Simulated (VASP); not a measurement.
Wanted: the native input for a VASP 6.6.1 run.

| Property | Result |
| --- | --- |
| Task | single point |
| Functional | r2SCAN |
| Potentials or basis | VASP PAW PBE potentials, release 64 (Hg) |
| Cutoff | 520 eV |
| k mesh | 20 × 20 × 20 |
| Occupations | gaussian, width 0.1 eV |
| Spin | no spin polarisation |
| Dipole correction | no |
| Further INCAR settings | ALGO = Normal; EDIFF = 1e-06; NBANDS = 12 |

Hg:

```xyz
1
Lattice="0.0000 2.3964 2.3964 2.3964 0.0000 2.3964 2.3964 2.3964 0.0000" Properties=species:S:1:pos:R:3 pbc="T T T"
Hg    0.0000    0.0000    0.0000
```

These files were run (other wordings do the same):

POSCAR

```
Hg
1.0
    0.0000000000      2.3964012043      2.3964012043
    2.3964012043      0.0000000000      2.3964012043
    2.3964012043      2.3964012043      0.0000000000
Hg
1
Direct
    0.0000000000      0.0000000000      0.0000000000
```

INCAR.step1

```
SYSTEM = Hg
PREC = Accurate
ENCUT = 520
ISMEAR = 0
SIGMA = 0.1
LREAL = .False.
LASPH = .True.
NELM = 100
NBANDS = 12
GGA = PE
ALGO = Normal
EDIFF = 1E-4
LWAVE = .True.
LCHARG = .False.
```

INCAR.step2

```
SYSTEM = Hg
PREC = Accurate
ENCUT = 520
EDIFF = 1E-6
ISMEAR = 0
SIGMA = 0.1
LREAL = .False.
LASPH = .True.
NELM = 100
ALGO = Normal
ISIF = 2
LWAVE = .False.
LCHARG = .False.
METAGGA = R2SCAN
LMIXTAU = .True.
NBANDS = 12
ISTART = 1
```

KPOINTS

```
regular mesh
0
Gamma
  20 20 20
  0 0 0
```

Potentials or basis: VASP PAW PBE potentials, release 64 (Hg).

The run is started by

```console
$ cat potpaw_PBE.64/Hg/POTCAR > POTCAR
$ cp INCAR.step1 INCAR
$ mpirun -np 1 vasp_std > vasp.out
$ cp INCAR.step2 INCAR
$ mpirun -np 1 vasp_std > vasp.out
```

It gave:

- Pressure: 0.2 GPa
- Band gap on the k mesh: zero (band 6 reaches 1.33 eV, above the bottom of band 7 at 0.69 eV)

Caveat: the PAW data sets were made with another functional, which shifts forces and pressure a little; spin-orbit coupling is left out, which moves the levels of the heavy elements.

Wall time 6.8 min on 1 thread of AMD EPYC 7R43 64-Core Processor (Zen 3), with other jobs on the host, peak memory 0.19 GiB.
